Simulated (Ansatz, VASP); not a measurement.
**Two plane-wave programs on BiAs**

```xyz
4
Lattice="5.0352 0.0000 0.0000 -2.5176 4.3606 0.0000 0.0000 0.0000 6.4977" Properties=species:S:1:pos:R:3 pbc="T T T"
Bi    0.0000    2.9071   -0.1778
Bi    2.5176    1.4535    3.0711
As    0.0000    2.9071    2.6209
As    2.5176    1.4535    5.8697
```

Alike in both runs: functional PBE; k mesh 10 × 10 × 6; occupations fermi-dirac, width 0.05 eV; no spin polarisation.

Ansatz relaxed the structure, and its values are those at the end. VASP's run is a single point on that final structure, the one shown.

|  | VASP | Ansatz |
| --- | --- | --- |
| version | VASP 6.6.1 | Ansatz 0.2.0 |
| potentials or method | VASP PAW PBE potentials, release 64 (Bi_d, As) | PAW with Ansatz's default frozen-core files, scalar-relativistic |
| plane-wave cutoff (eV) | 520 | 420 |
| valence electrons in the cell | 40 | 60 |

Ansatz gave:

| Quantity | Value |
| --- | --- |
| pressure (GPa) | 0.0 |
| rms of the force components (eV/Å) | 0.000 |

Q: Which values does VASP return?

A: Pressure (GPa): 0.0; rms of the force components (eV/Å): 0.005.

VASP's potentials hold 40 valence electrons a cell and Ansatz's 60, so a difference there can come from the potentials and not from the codes.

Spin-orbit coupling is off throughout.
